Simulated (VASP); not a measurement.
# Cu (Fm-3m) in VASP: single point with PBE

Aim: the single point of Cu with PBE.

Program: VASP 6.6.1. These are calculated values, not measurements. Logs are shortened: lines on timing, memory, paths and dates and some standing lists are left out, and cuts for length are marked.

## (1) The cell of the first run

The structure is cubic, space group Fm-3m (No. 225). Conventional cell: a = 3.630 Å, b = 3.630 Å, c = 3.630 Å, α = 90.00°, β = 90.00°, γ = 90.00°. Cu (site symmetry m-3m) has 12 Cu at 2.57 Å within 3.4 Å.

## (2) Single point, PBE

The input, INCAR:

```
  ALGO = Normal
  EDIFF = 1E-7
  ENCUT = 520
  GGA = PE
  ISIF = 2
  ISMEAR = -1
  LASPH = True
  LCHARG = False
  LREAL = False
  LWAVE = False
  NBANDS = 24
  NELM = 80
  PREC = Accurate
  SIGMA = 0.1
```

The input, KPOINTS:

```
k-points
0
Gamma
  15 15 5
```

The input, POSCAR:

```
Cu
1.0
    0.0000000000      1.8147994277     -1.8147994277
   -1.8147994277      0.0000000000      1.8147994277
    3.6295988554      3.6295988554      3.6295988554
Cu
3
Direct
    0.0000000000      0.0000000000      0.0000000000
    0.3333333330      0.6666666670      0.3333333330
    0.6666666670      0.3333333330      0.6666666670
```

Potentials or basis: VASP PAW PBE potentials, release 64 (Cu).

Run with:

```
$ cat potpaw_PBE.64/Cu/POTCAR > POTCAR
$ mpirun -np 1 vasp_std > vasp.out
```

OUTCAR:

```text
EDIFF = 1E-7
   ENCUT = 520
   GGA = PE
   ISIF = 2
   ISMEAR = -1
   LASPH = True
   LREAL = False
   NELM = 80
   PREC = Accurate

 ion  position               nearest neighbor table
   1  0.000  0.000  0.000-   2 2.57   3 2.57   3 2.57   2 2.57   3 2.57   2 2.57
   2  0.333  0.667  0.333-   1 2.57   1 2.57   1 2.57   3 2.57   3 2.57   3 2.57
   3  0.667  0.333  0.667-   1 2.57   1 2.57   1 2.57   2 2.57   2 2.57   2 2.57

  LATTYP: Found a hexagonal cell.
 ALAT       =     2.5665139636
 C/A-ratio  =     2.4494897428

  Lattice vectors:

 A1 = (   0.0000000000,   1.8147994277,  -1.8147994277)
 A2 = (  -1.8147994277,   0.0000000000,   1.8147994277)
 A3 = (   3.6295988554,   3.6295988554,   3.6295988554)

Analysis of symmetry for initial positions (statically):
=====================================================================
 Subroutine PRICEL returns following result:

  LATTYP: Found a face centered cubic cell.
 ALAT       =     3.6295988518

  Lattice vectors:

 A1 = (   1.8147994259,   1.8147994259,   0.0000000000)
 A2 = (  -0.0000000018,   1.8147994259,   1.8147994277)
 A3 = (   1.8147994313,   0.0000000036,   1.8147994277)

   3 primitive cells build up your supercell.

 Routine SETGRP: Setting up the symmetry group for a
 hexagonal supercell.

 Subroutine GETGRP returns: Found 12 space group operations
 (whereof 12 operations were pure point group operations)
 out of a pool of 24 trial point group operations.

The static configuration has the point symmetry D_3d.

Analysis of symmetry for dynamics (positions and initial velocities):
=====================================================================
 Subroutine PRICEL returns following result:

  LATTYP: Found a face centered cubic cell.
 ALAT       =     3.6295988518

  Lattice vectors:

 A1 = (   1.8147994259,   1.8147994259,   0.0000000000)
 A2 = (  -0.0000000018,   1.8147994259,   1.8147994277)
 A3 = (   1.8147994313,   0.0000000036,   1.8147994277)

   3 primitive cells build up your supercell.

 Routine SETGRP: Setting up the symmetry group for a
 hexagonal supercell.

 Subroutine GETGRP returns: Found 12 space group operations
 (whereof 12 operations were pure point group operations)
 out of a pool of 24 trial point group operations.

The dynamic configuration has the point symmetry D_3d.

 Subroutine INISYM returns: Found 12 space group operations
 (whereof 12 operations are pure point group operations),
 and found     3 'primitive' translations

----------------------------------------------------------------------------------------

                                     Primitive cell

  volume of cell :      11.9541

  direct lattice vectors                    reciprocal lattice vectors
     1.814799426  1.814799426  0.000000000     0.275512539  0.275512541 -0.275512541
    -0.000000002  1.814799426  1.814799428    -0.275512540  0.275512540  0.275512540
     1.814799431  0.000000004  1.814799428     0.275512540 -0.275512540  0.275512540

  length of vectors
     2.566513961  2.566513962  2.566513966     0.477201718  0.477201717  0.477201717

  position of ions in fractional coordinates (direct lattice)
     0.000000000  0.000000000  0.000000000

  ion indices of the primitive-cell ions
   primitive index   ion index
                 1           1

----------------------------------------------------------------------------------------

 KPOINTS: k-points

Automatic generation of k-mesh.
 Grid dimensions read from file:
 generate k-points for:   15   15    5

 Generating k-lattice:

  Cartesian coordinates                     Fractional coordinates (reciprocal lattice)
    -0.012245002  0.024490004 -0.012245002     0.066666667  0.000000000  0.000000000
    -0.024490004  0.012245002  0.012245002     0.000000000  0.066666667  0.000000000
     0.018367503  0.018367503  0.018367503     0.000000000  0.000000000  0.200000000

  Length of vectors
     0.029994006  0.029994006  0.031813448

  Shift w.r.t. Gamma in fractional coordinates (k-lattice)
     0.000000000  0.000000000  0.000000000

 Subroutine IBZKPT returns following result:
 ===========================================

 Found    119 irreducible k-points:

 Following reciprocal coordinates:
            Coordinates               Weight
  0.000000  0.000000  0.000000      1.000000
  0.066667  0.000000  0.000000      6.000000
  0.133333  0.000000  0.000000      6.000000
  0.200000  0.000000  0.000000      6.000000
  0.266667  0.000000  0.000000      6.000000
  0.333333  0.000000  0.000000      6.000000
[... 16 lines left out ...]
  0.333333  0.200000  0.000000     12.000000
  0.400000  0.200000 -0.000000      6.000000
 [... further k-points ...]
   k-points           NKPTS =    119   k-points in BZ     NKDIM =    119   number of bands    NBANDS=     24
   number of dos      NEDOS =    301   number of ions     NIONS =      3
   total plane-waves  NPLWV =  19200
   dimension x,y,z NGX =    20 NGY =   20 NGZ =   48
   dimension x,y,z NGXF=    40 NGYF=   40 NGZF=   96
   ions per type =               3
   NGX,Y,Z   is equivalent  to a cutoff of  12.95, 12.95, 12.69 a.u.
   NGXF,Y,Z  is equivalent  to a cutoff of  25.91, 25.91, 25.39 a.u.
 SYSTEM =  unknown system
   PREC   = accura    normal or accurate (medium, high low for compatibility)
   ISTART =      0    job   : 0-new  1-cont  2-samecut
   ICHARG =      2    charge: 1-file 2-atom 10-const
   ISPIN  =      1    spin polarized calculation?
   LNONCOLLINEAR =      F non collinear calculations
   LSORBIT =      F    spin-orbit coupling
   LASPH  =      T    aspherical Exc in radial PAW
   ENCUT  =  520.0 eV  38.22 Ry    6.18 a.u.   4.77  4.77 11.69*2*pi/ulx,y,z
   NELM   =     80;   NELMIN=  2; NELMDL= -5     # of ELM steps
   EDIFF  = 0.1E-06   stopping-criterion for ELM
   LREAL  =      F    real-space projection
   EDIFFG = 0.1E-05   stopping-criterion for IOM
   NSW    =      0    number of steps for IOM
   IBRION =     -1    ionic relax: 0-MD 1-quasi-New 2-CG
   NFREE  =      0    steps in history (QN), initial steepest desc. (CG)
   ISIF   =      2    stress and relaxation
   ISYM   =      2    0-nonsym 1-usesym 2-fastsym
   POTIM  = 0.5000    time-step for ionic-motion
   TEBEG  =    0.0;   TEEND  =   0.0 temperature during run
   PSTRESS=    0.0 pullay stress
   NELECT =      33.0000    total number of electrons
   NUPDOWN=      -1.0000    fix difference up-down
   EMIN   =  10.00;   EMAX   =-10.00  energy-range for DOS
   EFERMI =   0.00;   METHOD = LEGACY
   ISMEAR =    -1;   SIGMA  =   0.10  broadening in eV -4-tet -1-fermi 0-gaus
   EFERMI_NEDOS =   21; number of points for ismear=-14 and -15
   IALGO  =     38    algorithm
   IMIX   =      4    mixing-type and parameters
     AMIX     =   0.40;   BMIX     =  1.00
     AMIX_MAG =   1.60;   BMIX_MAG =  1.00
  volume/ion in A,a.u.               =      11.95        80.67
  Fermi-wavevector in a.u.,A,eV,Ry     =   1.592333  3.009072 34.497882  2.535523
  Thomas-Fermi vector in A             =   2.690734
   LORBIT       =      0    0 simple, 1 ext, 2 COOP (PROOUT), +10 PAW based schemes
   GGA     = PE    functional components
   LHFCALC =     F    Hartree Fock is set to
   AEXX    =    0.0000 exact exchange contribution
   IVDW    =     0    specifies the selected vdW correction
   LEPSILON=     F    determine dielectric tensor
   LRPA    =     F    only Hartree local field effects (RPA)
 non-spin polarized calculation
  energy-cutoff  :      520.00
  volume of cell :       35.86
 maximum number of plane-waves:       979
   NGX =  9   NGY =  9   NGZ = 23

 number of electron      33.0000015 magnetization

 Free energy of the ion-electron system (eV)
  ---------------------------------------------------
  ext. energy  EPLUGINS =         0.00000000
  ---------------------------------------------------
  free energy    TOTEN  =       -11.20030689 eV

  energy without entropy =      -11.17376107  energy(sigma->0) =      -11.18703398

 E-fermi :   7.4821     XC(G=0): -12.6559

 val. band max:        7.4472927149   @ k =   0.2000   0.1333   0.0000
 cond. band min:       7.4989683596   @ k =   0.4667   0.0000   0.2000
 fundamental gap:      0.0516756448
 Fermi energy:         7.4820915471

 k-point     1 :       0.0000    0.0000    0.0000
  band No.  band energies     occupation
      1      -1.8230      2.00000
      2       1.5201      2.00000
      3       1.5201      2.00000
      4       4.4437      2.00000
      5       4.4437      2.00000
      6       4.4464      2.00000
[... 16 lines left out ...]
     23      29.6032      0.00000
     24      29.6034      0.00000

 k-point     2 :       0.0667    0.0000    0.0000
  band No.  band energies     occupation
      1      -1.6803      2.00000
      2       1.6324      2.00000
      3       1.6342      2.00000
      4       4.3162      2.00000
      5       4.3382      2.00000
      6       4.4106      2.00000
[... 16 lines left out ...]
     23      28.2051      0.00000
     24      29.1394      0.00000

 k-point     3 :       0.1333    0.0000    0.0000
  band No.  band energies     occupation
      1      -1.2580      2.00000
      2       1.9421      2.00000
      3       1.9606      2.00000
      4       4.0304      2.00000
      5       4.1417      2.00000
      6       4.3202      2.00000
[... 16 lines left out ...]
     23      26.3887      0.00000
     24      26.4890      0.00000
[... 514 lines left out ...]
 k-point    23 :       0.3333    0.2000    0.0000
  band No.  band energies     occupation
      1       3.0321      2.00000
      2       3.0434      2.00000
      3       3.3457      2.00000
      4       3.3540      2.00000
      5       3.7084      2.00000
      6       4.0256      2.00000
[... 16 lines left out ...]
     23      19.0943      0.00000
     24      19.1306      0.00000

 k-point    24 :       0.4000    0.2000   -0.0000
  band No.  band energies     occupation
      1       3.0215      2.00000
      2       3.2772      2.00000
      3       3.2773      2.00000
      4       3.3181      2.00000
      5       3.8485      2.00000
      6       3.8485      2.00000
[... 16 lines left out ...]
     23      18.9700      0.00000
     24      18.9700      0.00000

 [... further k-points ...]

------------------------ aborting loop because EDIFF is reached ----------------------------------------

  FORCE on cell =-STRESS in cart. coord.  units (eV):
  Direction    XX          YY          ZZ          XY          YZ          ZX
  --------------------------------------------------------------------------------------
  -------------------------------------------------------------------------------------
  Total        0.1246833      0.1246833      0.1246833      0.0531693      0.0531693      0.0531693
  in kB        5.5703422      5.5703422      5.5703422      2.3753869      2.3753869      2.3753869
  external PRESSURE =       5.5703422 kB  Pullay stress =       0.0000000 kB

 VOLUME and BASIS-vectors are now :
 -----------------------------------------------------------------------------
  energy-cutoff  :      520.00
  volume of cell :       35.86
      direct lattice vectors                 reciprocal lattice vectors
     0.000000000  1.814799428 -1.814799428    -0.183675027  0.367350053 -0.183675027
    -1.814799428  0.000000000  1.814799428    -0.367350053  0.183675027  0.183675027
     3.629598855  3.629598855  3.629598855     0.091837513  0.091837513  0.091837513

 POSITION                                       TOTAL-FORCE (eV/Angst)
 -----------------------------------------------------------------------------------
      0.00000      0.00000      0.00000         0.000000      0.000000     -0.000000
     -0.00000      1.81480      1.81480        -0.000000     -0.000000      0.000000
      1.81480      3.62960      1.81480        -0.000000      0.000000     -0.000000
 -----------------------------------------------------------------------------------
    total drift:                                0.000000     -0.000000      0.000000

  FREE ENERGIE OF THE ION-ELECTRON SYSTEM (eV)
  ---------------------------------------------------
  free  energy   TOTEN  =       -11.2003068900 eV

  energy  without entropy=      -11.1737610715  energy(sigma->0) =      -11.18703398
```

It took 1.7 min on 1 thread of Intel Xeon 8259CL, shared host; peak memory 0.2 GiB.

Results:

- Free energy: -11.2003 eV
- Pressure: 0.6 GPa
- Band gap on the k mesh: zero (an odd number of electrons rules out a gap without spin polarisation)
